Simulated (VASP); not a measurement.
# GdN (P4/nmm) in VASP: notebook

Runs on GdN. Level: PBE+U. Tasks: single point.

Everything below comes from runs of VASP 6.6.1. Logs are shortened: lines on timing, memory, paths and dates and some standing lists are left out, and cuts for length are marked.

**1. The cell of the first run**

The structure is tetragonal, space group P4/nmm (No. 129). Conventional cell: a = 4.325 Å, b = 4.325 Å, c = 3.594 Å, α = 90.00°, β = 90.00°, γ = 90.00°. Gd (site symmetry 4mm) has 4 N at 2.33 Å within 3.1 Å. N (site symmetry -4m2) has 4 Gd at 2.33 Å and 4 N at 3.06 Å within 3.1 Å.

**2. Single point, PBE+U, collinear spin, ferromagnetic start**

INCAR reads:

```
PREC = Accurate ; ENCUT = 520
EDIFF = 1E-7 ; ISMEAR = 0
SIGMA = 0.05 ; LREAL = False
LASPH = True ; NELM = 150
ALGO = Normal ; ISIF = 2
LWAVE = False ; LCHARG = False
ISPIN = 2 ; MAGMOM = 0.5 0.5 0 0
LORBIT = 11 ; LMAXMIX = 6
LDAU = True ; LDAUTYPE = 2
LDAUL = 3 -1 ; LDAUU = 6 0
LDAUJ = 0 0 ; LDAUPRINT = 1
GGA = PE ; NBANDS = 35
```

KPOINTS reads:

```
Automatic mesh
0
Gamma
  8 8 8
```

POSCAR reads:

```
GdN
1.0
    4.3247826489      0.0000000000      0.0000000000
    0.0000000000      4.3247826489      0.0000000000
    0.0000000000      0.0000000000      3.5938191369
Gd N
2 2
Direct
    0.5000000000      0.0000000000      0.2439616392
    0.0000000000      0.5000000000      0.7560383608
    0.0000000000      0.0000000000      0.0000000000
    0.5000000000      0.5000000000      0.0000000000
```

Potentials or basis: VASP PAW PBE potentials, release 64 (Gd, N).

The run is started by

```console
cat potpaw_PBE.64/Gd/POTCAR potpaw_PBE.64/N/POTCAR > POTCAR
mpirun -np 1 vasp_std > vasp.out
```

OUTCAR:

```text
PREC = Accurate
   ENCUT = 520
   EDIFF = 1E-7
   ISMEAR = 0
   LREAL = False
   LASPH = True
   NELM = 150
   ISIF = 2
   ISPIN = 2
   LORBIT = 11
   GGA = PE

 ion  position               nearest neighbor table
   1  0.500  0.000  0.244-   3 2.33   4 2.33   4 2.33   3 2.33   2 3.53   2 3.53   2 3.53   2 3.53

   2  0.000  0.500  0.756-   3 2.33   4 2.33   3 2.33   4 2.33   1 3.53   1 3.53   1 3.53   1 3.53

   3  0.000  0.000  0.000-   1 2.33   2 2.33   2 2.33   1 2.33
   4  0.500  0.500  0.000-   1 2.33   2 2.33   1 2.33   2 2.33

  LATTYP: Found a simple tetragonal cell.
 ALAT       =     4.3247826489
 C/A-ratio  =     0.8309826016

  Lattice vectors:

 A1 = (   4.3247826489,   0.0000000000,   0.0000000000)
 A2 = (   0.0000000000,   4.3247826489,   0.0000000000)
 A3 = (   0.0000000000,   0.0000000000,   3.5938191369)

Analysis of symmetry for initial positions (statically):
=====================================================================
 Subroutine PRICEL returns:
 Original cell was already a primitive cell.

 Routine SETGRP: Setting up the symmetry group for a
 simple tetragonal supercell.

 Subroutine GETGRP returns: Found 16 space group operations
 (whereof  8 operations were pure point group operations)
 out of a pool of 16 trial point group operations.

The static configuration has the point symmetry D_2d.
 The point group associated with its full space group is D_4h.

Analysis of symmetry for dynamics (positions and initial velocities):
=====================================================================
 Subroutine PRICEL returns:
 Original cell was already a primitive cell.

 Routine SETGRP: Setting up the symmetry group for a
 simple tetragonal supercell.

 Subroutine GETGRP returns: Found 16 space group operations
 (whereof  8 operations were pure point group operations)
 out of a pool of 16 trial point group operations.

The dynamic configuration has the point symmetry D_2d.
 The point group associated with its full space group is D_4h.

Analysis of structural, dynamic, and magnetic symmetry:
=====================================================================
 Subroutine PRICEL returns:
 Original cell was already a primitive cell.

 Routine SETGRP: Setting up the symmetry group for a
 simple tetragonal supercell.

 Subroutine GETGRP returns: Found 16 space group operations
 (whereof  8 operations were pure point group operations)
 out of a pool of 16 trial point group operations.

The overall configuration has the point symmetry D_2d.
 The point group associated with its full space group is D_4h.

 Subroutine INISYM returns: Found 16 space group operations
 (whereof  8 operations are pure point group operations),
 and found     1 'primitive' translations

[... 182 lines left out ...]

atom =   2  type =  1  l = 3

 onsite density matrix

spin component  1

  0.9929 -0.0000  0.0006 -0.0000 -0.0000  0.0000  0.0000
 -0.0000  0.9886 -0.0000 -0.0000  0.0000  0.0000  0.0000
  0.0006 -0.0000  0.9914  0.0000 -0.0000 -0.0000 -0.0000
 -0.0000 -0.0000  0.0000  0.0057 -0.0000  0.0000  0.0000
 -0.0000  0.0000 -0.0000 -0.0000  0.9914 -0.0000 -0.0006
  0.0000  0.0000 -0.0000  0.0000 -0.0000  0.9939  0.0000
  0.0000  0.0000 -0.0000  0.0000 -0.0006  0.0000  0.9929

spin component  2

  0.0135 -0.0000  0.0031  0.0000  0.0000  0.0000 -0.0000
 -0.0000  0.0022  0.0000  0.0000  0.0000  0.0000 -0.0000
  0.0031  0.0000  0.0062 -0.0000  0.0000  0.0000  0.0000
  0.0000  0.0000 -0.0000  0.9821  0.0000 -0.0000  0.0000
  0.0000  0.0000  0.0000  0.0000  0.0062  0.0000 -0.0031
  0.0000  0.0000  0.0000 -0.0000  0.0000  0.0181  0.0000
 -0.0000 -0.0000  0.0000  0.0000 -0.0031  0.0000  0.0135

 occupancies and eigenvectors

  o =  0.0022  v =  0.0000  0.0000  0.0000  0.0000  0.0000  0.0000  0.0000 -0.0000 -1.0000  0.0000  0.0000 -0.0000  0.0000 -0.0000      0.0000  0.0000  0.0000  0.0000  0.0000  0.0000  0.0000  0.0000  0.0000  0.0000  0.0000  0.0000  0.0000  0.0000
[... 10 lines left out ...]
  o =  0.9931  v =  0.0000 -0.0000  0.0000  0.0000  0.3536  0.0000 -0.9354  0.0000  0.0000  0.0000  0.0000  0.0000  0.0000  0.0000      0.0000  0.0000  0.0000  0.0000  0.0000  0.0000  0.0000  0.0000  0.0000  0.0000  0.0000  0.0000  0.0000  0.0000
  o =  0.9931  v =  0.9354  0.0000  0.3536  0.0000 -0.0000  0.0000  0.0000  0.0000  0.0000  0.0000  0.0000  0.0000  0.0000  0.0000      0.0000  0.0000  0.0000  0.0000  0.0000  0.0000  0.0000  0.0000  0.0000  0.0000  0.0000  0.0000  0.0000  0.0000
  o =  0.9939  v = -0.0000  0.0000 -0.0000  0.0000 -0.0000  1.0000  0.0000  0.0000  0.0000  0.0000  0.0000  0.0000  0.0000  0.0000      0.0000  0.0000  0.0000  0.0000  0.0000  0.0000  0.0000  0.0000  0.0000  0.0000  0.0000  0.0000  0.0000  0.0000

 number of electron      45.9999980 magnetization       9.9999961

 Free energy of the ion-electron system (eV)
  ---------------------------------------------------
  ext. energy  EPLUGINS =         0.00000000
  ---------------------------------------------------
  free energy    TOTEN  =       -37.92830678 eV

  energy without entropy =      -37.92830464  energy(sigma->0) =      -37.92830571

 E-fermi :   3.9118     XC(G=0): -11.0754

 val. band max:        3.8048921465   @ k =   0.2500   0.2500   0.0000
 cond. band min:       4.0028228969   @ k =   0.0000   0.0000   0.0000
 fundamental gap:      0.1979307504
 Fermi energy:         3.9117796101

 spin component 1

 k-point     1 :       0.0000    0.0000    0.0000
  band No.  band energies     occupation
      1     -40.1220      1.00000
      2     -40.0047      1.00000
      3     -17.9787      1.00000
      4     -17.9787      1.00000
      5     -17.6152      1.00000
      6     -17.3893      1.00000
[... 1817 lines left out ...]
     34       7.9881      0.00000
     35       8.7100      0.00000

 [... further k-points ...]

------------------------ aborting loop because EDIFF is reached ----------------------------------------

  FORCE on cell =-STRESS in cart. coord.  units (eV):
  Direction    XX          YY          ZZ          XY          YZ          ZX
  --------------------------------------------------------------------------------------
  -------------------------------------------------------------------------------------
  Total       -0.1387497     -0.1387497     -0.0506431      0.0000000      0.0000000      0.0000000
  in kB       -3.3071810     -3.3071810     -1.2071079      0.0000000      0.0000000      0.0000000
  external PRESSURE =      -2.6071566 kB  Pullay stress =       0.0000000 kB

 VOLUME and BASIS-vectors are now :
 -----------------------------------------------------------------------------
  energy-cutoff  :      520.00
  volume of cell :       67.22
      direct lattice vectors                 reciprocal lattice vectors
     4.324782649  0.000000000  0.000000000     0.231225493  0.000000000  0.000000000
     0.000000000  4.324782649  0.000000000     0.000000000  0.231225493  0.000000000
     0.000000000  0.000000000  3.593819137     0.000000000  0.000000000  0.278255516

 POSITION                                       TOTAL-FORCE (eV/Angst)
 -----------------------------------------------------------------------------------
      2.16239      0.00000      0.87675         0.000000      0.000000      0.019292
      0.00000      2.16239      2.71707         0.000000      0.000000     -0.019292
      0.00000      0.00000      0.00000         0.000000      0.000000      0.000000
      2.16239      2.16239      0.00000         0.000000     -0.000000      0.000000
 -----------------------------------------------------------------------------------
    total drift:                                0.000000      0.000000     -0.000000

  FREE ENERGIE OF THE ION-ELECTRON SYSTEM (eV)
  ---------------------------------------------------
  free  energy   TOTEN  =       -37.9283067801 eV

  energy  without entropy=      -37.9283046353  energy(sigma->0) =      -37.92830571

 total charge

# of ion       s       p       d       f       tot
--------------------------------------------------
    1        2.033   5.599   0.609   6.990  15.232
    2        2.033   5.599   0.609   6.990  15.232
    3        1.263   2.384   0.000   0.000   3.647
    4        1.263   2.384   0.000   0.000   3.647
--------------------------------------------------
tot          6.593  15.966   1.218  13.981  37.758

 magnetization (x)

# of ion       s       p       d       f       tot
--------------------------------------------------
    1       -0.001  -0.049   0.046   4.912   4.908
    2       -0.001  -0.049   0.046   4.912   4.908
    3       -0.004  -0.040   0.000   0.000  -0.044
    4       -0.004  -0.040   0.000   0.000  -0.044
--------------------------------------------------
tot         -0.011  -0.178   0.092   9.823   9.727
```

Wall time 76 min (1 thread of Intel Xeon 8259CL, shared host); peak memory 0.42 GiB.

What came out:

```
Free energy                                           : -37.9283 eV
Pressure                                              : -0.3 GPa
Largest force                                         : 0.019 eV/Å
Band gap on the k mesh                                : 0.20 eV (least direct gap 0.49 eV)
Net moment                                            : 10.00 μB per cell
Site moments                                          : Gd +4.91; N -0.04 μB
Valence electrons inside the program's atomic spheres : Gd 15.23; N 3.65
```

Forces in eV/Å, atoms in the order of the input:
```
Gd   0.000  0.000  0.019
Gd   0.000  0.000 -0.019
N    0.000  0.000  0.000
N    0.000  0.000  0.000
```

Stress tensor (GPa, compression positive):
```
-0.33  0.00  0.00
 0.00 -0.33  0.00
 0.00  0.00 -0.12
```

Levels at points of the mesh, in eV from the valence-band top:
Spin up:
```
           k point  band 26  band 27  band 28  band 29  band 30  band 31
(0.00, 0.00, 0.00)    -1.38    -0.30    -0.30     0.20     1.14     1.21
(0.50, 0.00, 0.00)    -1.85    -1.27    -1.27     0.77     0.77     1.41
(0.50, 0.50, 0.00)    -1.74    -0.37    -0.37     0.94     0.94     1.46
(0.00, 0.00, 0.50)    -2.85    -1.25    -1.25     0.94     0.95     3.21
(0.50, 0.00, 0.50)    -2.80    -2.00    -2.00     0.96     0.96     3.46
(0.50, 0.50, 0.50)    -2.32    -1.46    -1.46     0.97     0.97     2.48
```
Spin down:
```
           k point  band 14  band 15  band 16  band 17  band 18  band 19  band 20  band 21  band 22  band 23
(0.00, 0.00, 0.00)    -1.92    -1.92    -1.32    -0.58    -0.58     0.78     1.78     2.91     3.31     3.33
(0.50, 0.00, 0.00)    -2.72    -1.71    -1.71    -1.46    -1.46     1.37     1.37     3.03     3.03     3.14
(0.50, 0.50, 0.00)    -3.65    -1.79    -1.79    -0.74    -0.74     1.43     1.43     2.21     2.21     3.47
(0.00, 0.00, 0.50)    -3.11    -2.62    -2.62    -1.41    -1.41     2.89     3.02     3.36     3.55     3.67
(0.50, 0.00, 0.50)    -2.82    -2.64    -2.64    -2.01    -2.01     3.29     3.29     3.33     3.33     3.50
(0.50, 0.50, 0.50)    -2.70    -2.26    -2.26    -1.58    -1.58     2.50     2.50     3.00     3.00     3.51
```

Eigenvalues of the final occupation matrices:
| site | spin | trace | eigenvalues |
| --- | --- | --- | --- |
| site 1 f | 1 | 5.96 | 0.01 0.99 0.99 0.99 0.99 0.99 0.99 |
| site 1 f | 2 | 1.04 | 0.00 0.01 0.01 0.01 0.01 0.02 0.98 |
| site 2 f | 1 | 5.96 | 0.01 0.99 0.99 0.99 0.99 0.99 0.99 |
| site 2 f | 2 | 1.04 | 0.00 0.01 0.01 0.01 0.01 0.02 0.98 |

Caveat: spin-orbit coupling is left out, which moves the levels of the heavy elements. A k mesh can miss the band edges.

(Continued in part 2 of 2.)

The gap in the log of VASP goes by the Fermi energy; the results here count the filled bands.